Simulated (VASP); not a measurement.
# Cr (Im-3m) in VASP: single point with LDA

Aim: the single point of Cr with LDA.

Everything below comes from runs of VASP 6.6.1. Logs are shortened: lines on timing, memory, paths and dates and some standing lists are left out, and cuts for length are marked.

## (1) The cell of the first run

Symmetry: Im-3m, No. 229, cubic system. Conventional cell: a = 2.922 Å, b = 2.922 Å, c = 2.922 Å, α = 90.00°, β = 90.00°, γ = 90.00°. Within 3.3 Å of Cr (site symmetry m-3m) lie 14 Cr at 2.53 to 2.92 Å.

## (2) Single point, LDA, collinear spin, ferromagnetic start (12.47 Å³/atom)

File INCAR:

```
SYSTEM = Cr
PREC = Accurate
ENCUT = 520
EDIFF = 1E-7
ISMEAR = -1
SIGMA = 0.08
LREAL = .False.
LASPH = .True.
NELM = 150
ALGO = Normal
ISIF = 2
LWAVE = .False.
LCHARG = .False.
ISPIN = 2
MAGMOM = 3
LORBIT = 11
LMAXMIX = 4
NBANDS = 16
```

File KPOINTS:

```
Automatic mesh
0
Gamma
  18 18 18
  0 0 0
```

File POSCAR:

```
Cr
1.0
   -1.4609252023      1.4609252023      1.4609252023
    1.4609252023     -1.4609252023      1.4609252023
    1.4609252023      1.4609252023     -1.4609252023
Cr
1
Direct
    0.0000000000      0.0000000000      0.0000000000
```

Potentials or basis: VASP PAW LDA potentials, release 64 (Cr_pv).

Run with:

```sh
> cat potpaw_LDA.64/Cr_pv/POTCAR > POTCAR
> mpirun -np 1 vasp_std > vasp.out
```

OUTCAR:

```text
SYSTEM = Cr
   PREC = Accurate
   ENCUT = 520
   EDIFF = 1E-7
   ISMEAR = -1
   LREAL = .False.
   LASPH = .True.
   NELM = 150
   ISIF = 2
   ISPIN = 2
   LORBIT = 11

 ion  position               nearest neighbor table
   1  0.000  0.000  0.000-

  LATTYP: Found a body centered cubic cell.
 ALAT       =     2.9218504046

  Lattice vectors:

 A1 = (  -1.4609252023,   1.4609252023,   1.4609252023)
 A2 = (   1.4609252023,  -1.4609252023,   1.4609252023)
 A3 = (   1.4609252023,   1.4609252023,  -1.4609252023)

Analysis of symmetry for initial positions (statically):
=====================================================================
 Subroutine PRICEL returns:
 Original cell was already a primitive cell.

 Routine SETGRP: Setting up the symmetry group for a
 body centered cubic supercell.

 Subroutine GETGRP returns: Found 48 space group operations
 (whereof 48 operations were pure point group operations)
 out of a pool of 48 trial point group operations.

The static configuration has the point symmetry O_h .

Analysis of symmetry for dynamics (positions and initial velocities):
=====================================================================
 Subroutine PRICEL returns:
 Original cell was already a primitive cell.

 Routine SETGRP: Setting up the symmetry group for a
 body centered cubic supercell.

 Subroutine GETGRP returns: Found 48 space group operations
 (whereof 48 operations were pure point group operations)
 out of a pool of 48 trial point group operations.

The dynamic configuration has the point symmetry O_h .

Analysis of structural, dynamic, and magnetic symmetry:
=====================================================================
 Subroutine PRICEL returns:
 Original cell was already a primitive cell.

 Routine SETGRP: Setting up the symmetry group for a
 body centered cubic supercell.

 Subroutine GETGRP returns: Found 48 space group operations
 (whereof 48 operations were pure point group operations)
 out of a pool of 48 trial point group operations.

The overall configuration has the point symmetry O_h .

 Subroutine INISYM returns: Found 48 space group operations
 (whereof 48 operations are pure point group operations),
 and found     1 'primitive' translations

----------------------------------------------------------------------------------------

                                     Primitive cell

  volume of cell :      12.4722

  direct lattice vectors                    reciprocal lattice vectors
    -1.460925202  1.460925202  1.460925202     0.000000000  0.342248870  0.342248870
     1.460925202 -1.460925202  1.460925202     0.342248870  0.000000000  0.342248870
     1.460925202  1.460925202 -1.460925202     0.342248870  0.342248870  0.000000000

  length of vectors
     2.530396676  2.530396676  2.530396676     0.484012994  0.484012994  0.484012994

  position of ions in fractional coordinates (direct lattice)
     0.000000000  0.000000000  0.000000000

  ion indices of the primitive-cell ions
   primitive index   ion index
                 1           1

----------------------------------------------------------------------------------------

 KPOINTS: Automatic mesh

Automatic generation of k-mesh.
 Grid dimensions read from file:
 generate k-points for:   18   18   18

 Generating k-lattice:

  Cartesian coordinates                     Fractional coordinates (reciprocal lattice)
     0.000000000  0.019013826  0.019013826     0.055555556  0.000000000  0.000000000
     0.019013826  0.000000000  0.019013826     0.000000000  0.055555556  0.000000000
     0.019013826  0.019013826  0.000000000     0.000000000  0.000000000  0.055555556

  Length of vectors
     0.026889611  0.026889611  0.026889611

  Shift w.r.t. Gamma in fractional coordinates (k-lattice)
     0.000000000  0.000000000  0.000000000

 Subroutine IBZKPT returns following result:
 ===========================================

 Found    195 irreducible k-points:

 Following reciprocal coordinates:
            Coordinates               Weight
  0.000000  0.000000  0.000000      1.000000
  0.055556  0.000000  0.000000     12.000000
  0.111111  0.000000  0.000000     12.000000
  0.166667  0.000000  0.000000     12.000000
  0.222222  0.000000  0.000000     12.000000
  0.277778  0.000000  0.000000     12.000000
[... 16 lines left out ...]
  0.333333  0.111111  0.000000     48.000000
  0.388889  0.111111  0.000000     48.000000
 [... further k-points ...]
   k-points           NKPTS =    195   k-points in BZ     NKDIM =    195   number of bands    NBANDS=     16
   number of dos      NEDOS =    301   number of ions     NIONS =      1
   total plane-waves  NPLWV =   8000
   dimension x,y,z NGX =    20 NGY =   20 NGZ =   20
   dimension x,y,z NGXF=    40 NGYF=   40 NGZF=   40
   ions per type =               1
   NGX,Y,Z   is equivalent  to a cutoff of  13.14, 13.14, 13.14 a.u.
   NGXF,Y,Z  is equivalent  to a cutoff of  26.28, 26.28, 26.28 a.u.
 SYSTEM =  Cr
   PREC   = accura    normal or accurate (medium, high low for compatibility)
   ISTART =      0    job   : 0-new  1-cont  2-samecut
   ICHARG =      2    charge: 1-file 2-atom 10-const
   ISPIN  =      2    spin polarized calculation?
   LNONCOLLINEAR =      F non collinear calculations
   LSORBIT =      F    spin-orbit coupling
   LASPH  =      T    aspherical Exc in radial PAW
   ENCUT  =  520.0 eV  38.22 Ry    6.18 a.u.   4.70  4.70  4.70*2*pi/ulx,y,z
   NELM   =    150;   NELMIN=  2; NELMDL= -5     # of ELM steps
   EDIFF  = 0.1E-06   stopping-criterion for ELM
   LREAL  =      F    real-space projection
   EDIFFG = 0.1E-05   stopping-criterion for IOM
   NSW    =      0    number of steps for IOM
   IBRION =     -1    ionic relax: 0-MD 1-quasi-New 2-CG
   NFREE  =      0    steps in history (QN), initial steepest desc. (CG)
   ISIF   =      2    stress and relaxation
   ISYM   =      2    0-nonsym 1-usesym 2-fastsym
   POTIM  = 0.5000    time-step for ionic-motion
   TEBEG  =    0.0;   TEEND  =   0.0 temperature during run
   PSTRESS=    0.0 pullay stress
   NELECT =      12.0000    total number of electrons
   NUPDOWN=      -1.0000    fix difference up-down
   EMIN   =  10.00;   EMAX   =-10.00  energy-range for DOS
   EFERMI =   0.00;   METHOD = LEGACY
   ISMEAR =    -1;   SIGMA  =   0.08  broadening in eV -4-tet -1-fermi 0-gaus
   EFERMI_NEDOS =   21; number of points for ismear=-14 and -15
   IALGO  =     38    algorithm
   IMIX   =      4    mixing-type and parameters
     AMIX     =   0.40;   BMIX     =  1.00
     AMIX_MAG =   1.60;   BMIX_MAG =  1.00
  volume/ion in A,a.u.               =      12.47        84.17
  Fermi-wavevector in a.u.,A,eV,Ry     =   1.616171  3.054120 35.538529  2.612008
  Thomas-Fermi vector in A             =   2.710800
   LORBIT       =     11    0 simple, 1 ext, 2 COOP (PROOUT), +10 PAW based schemes
   GGA     = CA    functional components
   LHFCALC =     F    Hartree Fock is set to
   AEXX    =    0.0000 exact exchange contribution
   IVDW    =     0    specifies the selected vdW correction
   LEPSILON=     F    determine dielectric tensor
   LRPA    =     F    only Hartree local field effects (RPA)
 spin polarized calculation
  energy-cutoff  :      520.00
  volume of cell :       12.47
 maximum number of plane-waves:       370
   NGX =  9   NGY =  9   NGZ =  9

 number of electron      12.0000006 magnetization       0.0002718

 number of electron      12.0000006 magnetization      -0.0000091

 Free energy of the ion-electron system (eV)
  ---------------------------------------------------
  ext. energy  EPLUGINS =         0.00000000
  ---------------------------------------------------
  free energy    TOTEN  =       -10.45605805 eV

  energy without entropy =      -10.43744221  energy(sigma->0) =      -10.44675013

 E-fermi :   9.7209     XC(G=0): -13.5578

 val. band max:        9.7146964886   @ k =  -0.3333   0.3333   0.2778
 cond. band min:       9.7239615940   @ k =  -0.2222   0.3333   0.1111
 fundamental gap:      0.0092651055
 Fermi energy:         9.7209042829

 spin component 1

 k-point     1 :       0.0000    0.0000    0.0000
  band No.  band energies     occupation
      1     -32.7102      1.00000
      2     -32.7102      1.00000
      3     -32.7102      1.00000
      4       2.2146      1.00000
      5       8.8947      0.99997
      6       8.8947      0.99997
[... 8 lines left out ...]
     15      38.3169      0.00000
     16      42.0623      0.00000

 k-point     2 :       0.0556    0.0000    0.0000
  band No.  band energies     occupation
      1     -32.7335      1.00000
      2     -32.7175      1.00000
      3     -32.7103      1.00000
      4       2.3418      1.00000
      5       8.8479      0.99998
      6       8.8877      0.99997
[... 8 lines left out ...]
     15      38.5715      0.00000
     16      40.3656      0.00000
[... 387 lines left out ...]
      5       7.6807      1.00000
      6       8.9287      0.99995
[... 8 lines left out ...]
     15      38.4182      0.00000
     16      39.6359      0.00000

 k-point    24 :       0.3889    0.1111    0.0000
  band No.  band energies     occupation
      1     -33.4020      1.00000
      2     -32.9652      1.00000
      3     -32.7455      1.00000
      4       5.9367      1.00000
      5       7.5854      1.00000
      6       9.3941      0.98346
[... 8 lines left out ...]
     15      38.6710      0.00000
     16      39.5136      0.00000

 [... further k-points ...]

 spin component 2

 k-point     1 :       0.0000    0.0000    0.0000
  band No.  band energies     occupation
      1     -32.7102      1.00000
      2     -32.7102      1.00000
      3     -32.7102      1.00000
      4       2.2146      1.00000
      5       8.8947      0.99997
      6       8.8947      0.99997
[... 8 lines left out ...]
     15      38.3169      0.00000
     16      42.0623      0.00000

 k-point     2 :       0.0556    0.0000    0.0000
  band No.  band energies     occupation
      1     -32.7335      1.00000
      2     -32.7175      1.00000
      3     -32.7103      1.00000
      4       2.3418      1.00000
      5       8.8479      0.99998
      6       8.8877      0.99997
[... 8 lines left out ...]
     15      38.5715      0.00000
     16      40.3656      0.00000
[... 387 lines left out ...]
      5       7.6807      1.00000
      6       8.9287      0.99995
[... 8 lines left out ...]
     15      38.4182      0.00000
     16      39.6359      0.00000

 k-point    24 :       0.3889    0.1111    0.0000
  band No.  band energies     occupation
      1     -33.4020      1.00000
      2     -32.9652      1.00000
      3     -32.7455      1.00000
      4       5.9367      1.00000
      5       7.5854      1.00000
      6       9.3941      0.98346
[... 8 lines left out ...]
     15      38.6710      0.00000
     16      39.5136      0.00000

 [... further k-points ...]

------------------------ aborting loop because EDIFF is reached ----------------------------------------

  FORCE on cell =-STRESS in cart. coord.  units (eV):
  Direction    XX          YY          ZZ          XY          YZ          ZX
  --------------------------------------------------------------------------------------
  -------------------------------------------------------------------------------------
  Total       -2.4289816     -2.4289816     -2.4289816     -0.0000000     -0.0000000      0.0000000
  in kB     -312.0260628   -312.0260628   -312.0260628     -0.0000000     -0.0000000      0.0000000
  external PRESSURE =    -312.0260628 kB  Pullay stress =       0.0000000 kB

 VOLUME and BASIS-vectors are now :
 -----------------------------------------------------------------------------
  energy-cutoff  :      520.00
  volume of cell :       12.47
      direct lattice vectors                 reciprocal lattice vectors
    -1.460925202  1.460925202  1.460925202     0.000000000  0.342248870  0.342248870
     1.460925202 -1.460925202  1.460925202     0.342248870  0.000000000  0.342248870
     1.460925202  1.460925202 -1.460925202     0.342248870  0.342248870  0.000000000

 POSITION                                       TOTAL-FORCE (eV/Angst)
 -----------------------------------------------------------------------------------
      0.00000      0.00000      0.00000         0.000000     -0.000000      0.000000
 -----------------------------------------------------------------------------------
    total drift:                                0.000000     -0.000000      0.000000

  FREE ENERGIE OF THE ION-ELECTRON SYSTEM (eV)
  ---------------------------------------------------
  free  energy   TOTEN  =       -10.4560580545 eV

  energy  without entropy=      -10.4374422095  energy(sigma->0) =      -10.44675013

 total charge

# of ion       s       p       d       tot
------------------------------------------
    1        0.403   6.353   4.152  10.908

 magnetization (x)

# of ion       s       p       d       tot
------------------------------------------
    1       -0.000  -0.000   0.000   0.000
```

Run time: 65 s. Hardware: 1 thread of Intel Xeon 8259CL, shared host; peak memory 0.14 GiB.

Results:

```yaml
Free_energy: -10.4561 eV
Pressure: -31.2 GPa
Band_gap_on_the_k_mesh: zero (filled and empty bands overlap)
Net_moment: 0.00 μB per cell
Valence_electrons_inside_the_program's_atomic_spheres: Cr 10.91
```

Caveat: the cell stands under tension.
